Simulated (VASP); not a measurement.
Set up this calculation in VASP 6.6.1, as the native input.

- Task: single point
- Functional: r2SCAN
- Potentials or basis: VASP PAW PBE potentials, release 64 (Ba_sv, Ti_sv, O_h)
- Cutoff: 1480 eV
- k mesh: 6 × 6 × 6
- Occupations: gaussian, width 0.01 eV
- Spin: no spin polarisation
- Dipole correction: no
- Further INCAR settings: ALGO = Normal; EDIFF = 1e-06; NBANDS = 28

The system is BaTiO3.

```
Ba Ti O
1.0
     3.99410    0.00000    0.00000
     0.00000    3.99410    0.00000
     0.00000    0.00000    3.99410
Ba Ti O
1 1 3
Cartesian
  0.0000 0.0000 0.0000
  1.9970 1.9970 1.9970
  1.9970 0.0000 1.9970
  1.9970 1.9970 0.0000
  0.0000 1.9970 1.9970
```

These files were run (other wordings do the same):

POSCAR

```
BaTiO3
1.0
    3.9940964053      0.0000000000      0.0000000000
    0.0000000000      3.9940964053      0.0000000000
    0.0000000000      0.0000000000      3.9940964053
Ba Ti O
1 1 3
Direct
    0.0000000000      0.0000000000      0.0000000000
    0.5000000000      0.5000000000      0.5000000000
    0.5000000000      0.0000000000      0.5000000000
    0.5000000000      0.5000000000      0.0000000000
    0.0000000000      0.5000000000      0.5000000000
```

INCAR.step1

```
ALGO = Normal
EDIFF = 1E-5
ENCUT = 1480
GGA = PE
GGA_COMPAT = False
ISMEAR = 0
LASPH = True
LCHARG = False
LREAL = False
LWAVE = True
NBANDS = 28
NELM = 120
PREC = Accurate
SIGMA = 0.01
```

INCAR.step2

```
ALGO = Normal
EDIFF = 1E-6
ENCUT = 1480
GGA_COMPAT = False
ISIF = 2
ISMEAR = 0
ISTART = 1
LASPH = True
LCHARG = False
LMIXTAU = True
LREAL = False
LWAVE = False
METAGGA = R2SCAN
NBANDS = 28
NELM = 120
PREC = Accurate
SIGMA = 0.01
```

KPOINTS

```
k-points
0
Gamma
  6 6 6
```

Potentials or basis: VASP PAW PBE potentials, release 64 (Ba_sv, Ti_sv, O_h).

The run is started by

```console
$ cat potpaw_PBE.64/Ba_sv/POTCAR potpaw_PBE.64/Ti_sv/POTCAR potpaw_PBE.64/O_h/POTCAR > POTCAR
$ cp INCAR.step1 INCAR
$ mpirun -np 1 vasp_std > vasp.out
$ cp INCAR.step2 INCAR
$ mpirun -np 1 vasp_std > vasp.out
```

It gave:

* Pressure: 1.7 GPa
* Band gap on the k mesh: 2.16 eV (least direct gap 2.30 eV)

Caveat: the PAW data sets were made with another functional, which shifts forces and pressure a little; spin-orbit coupling is left out, which moves the levels of the heavy elements.

Wall time 7.1 min on 1 thread of Intel(R) Xeon(R) Platinum 8488C (Sapphire Rapids), on a shared host, peak memory 0.51 GiB.
